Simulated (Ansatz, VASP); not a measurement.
ZrPb2O3: VASP beside Ansatz

The input INCAR:

```
PREC = Accurate
ENCUT = 520
EDIFF = 1E-6
ISMEAR = 0
SIGMA = 0.1
LREAL = False
LASPH = True
NELM = 150
ALGO = Normal
ISIF = 2
LWAVE = False
LCHARG = False
ISPIN = 2
MAGMOM = 1 0 0 0 0 0
LORBIT = 11
LMAXMIX = 4
GGA = PE
NBANDS = 42
```

Contents of KPOINTS:

```
regular mesh
0
Gamma
  3 3 6
```

The input POSCAR:

```
ZrPb2O3
1.0
    6.2335287070      0.0000000000      0.0000000000
   -3.1167643535      5.3983942155      0.0000000000
    0.0000000000      0.0000000000      3.2615317934
Zr Pb O
1 2 3
Direct
    0.0000000000      0.0000000000      0.0000000000
    0.6666666667      0.3333333333      0.0000000000
    0.3333333333      0.6666666667      0.0000000000
    0.5000000000      0.5000000000      0.5000000000
    0.5000000000      0.0000000000      0.5000000000
    0.0000000000      0.5000000000      0.5000000000
```

Input for Ansatz:

```yaml
crystal:
  lattice:
    - [6.233528707, 0.0, 0.0]
    - [-3.1167643535, 5.3983942155, 0.0]
    - [0.0, 0.0, 3.2615317934]
  atoms:
    - { symbol: Zr, position: [0.0, 0.0, 0.0], spin: 1.0 }
    - { symbol: Pb, position: [0.6666666667, 0.3333333333, 0.0] }
    - { symbol: Pb, position: [0.3333333333, 0.6666666667, 0.0] }
    - { symbol: O, position: [0.5, 0.5, 0.5] }
    - { symbol: O, position: [0.5, 0.0, 0.5] }
    - { symbol: O, position: [0.0, 0.5, 0.5] }
basis:
  ecutwfc: 420
kpoints:
  mp_grid: { grid: [3, 3, 6] }
hamiltonian:
  xc: pbe
scf:
  occupations: { method: gaussian, width: 0.1 }
  lower_state_search: "off"
output:
  forces: true
  stress: true
  eigenvalues: true
  populations: true
magnetization:
  spin_polarized: true
```

Change from the starting cell: species swapped into the ErCo3Ni2 type (P6/mmm, No. 191).

Alike in both runs: task single point; functional PBE; k mesh 3 × 3 × 6; occupations gaussian, width 0.1 eV; collinear spin.

|  | VASP | Ansatz |
| --- | --- | --- |
| version | VASP 6.6.1 | Ansatz 0.2.0 |
| potentials or method | VASP PAW PBE potentials, release 64 (Zr_sv, Pb_d, O), cutoff 520 eV | scalar-relativistic, plane waves, PAW |
| valence electrons in the cell | 58 | 58 |

```csv
,VASP,Ansatz,Ansatz less VASP
gap on the k mesh at the Fermi level (eV),none,none,-
pressure (GPa),0.1,0.6,+0.45
"traceless stress, the component that is largest in VASP (GPa)",-0.06,0.45,+0.507
net moment per atom (μB),0.00,0.17,+0.168
size of the moment on the site where the two differ most (μB),0.00,0.92,+0.924
```

The net moments are unlike, so the other rows may belong to different states. Site moments also hang on the region over which each program counts them. A gap of «none» marks a metal or a gap that the smearing closes.

The k mesh is coarse, so the values compare programs but aren't converged. Spin-orbit coupling is off throughout.
